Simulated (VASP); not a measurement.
Runs of VASP 6.6.1 on Si. The structure is that of space group P-3m1 (No. 164), or close to it. The cells are those of the table. 

```tsv
cell	gap on the mesh (eV)	pressure (GPa)	largest force (eV/Å)
a = 3.840, b = 3.840, c = 10.407 Å, angles 90.0, 90.0, 60.0°, 6 atoms	0.10	-2.2	1.09
a = 3.840, b = 3.840, c = 9.907 Å, angles 90.0, 90.0, 60.0°, 6 atoms	0.64	-2.1	1.46
a = 3.840, b = 3.840, c = 10.907 Å, angles 90.0, 90.0, 60.0°, 6 atoms	none	(a)	0.75
a = 3.840, b = 3.840, c = 9.657 Å, angles 90.0, 90.0, 60.0°, 6 atoms	(b)	-1.3	1.20
a = 3.840, b = 3.840, c = 11.407 Å, angles 90.0, 90.0, 60.0°, 6 atoms	none	(c)	0.84
```

Alike in all rows: task single point; level r2SCAN; potentials or basis VASP PAW PBE potentials, release 64 (Si); no spin polarisation; k mesh 8 × 8 × 3; cutoff (eV) 520; smearing gaussian 0.05 eV.

Question: Estimate the missing entries.

Answer: (a) -1.7; (b) 0.81; (c) -1.2.

Caveats: the PAW data sets were made with another functional, which shifts forces and pressure a little; semilocal functionals underestimate gaps, and a narrow one can read as zero (at least some runs).

A k mesh can miss the band edges.

A gap of «none» marks levels without a gap at the run's occupations.
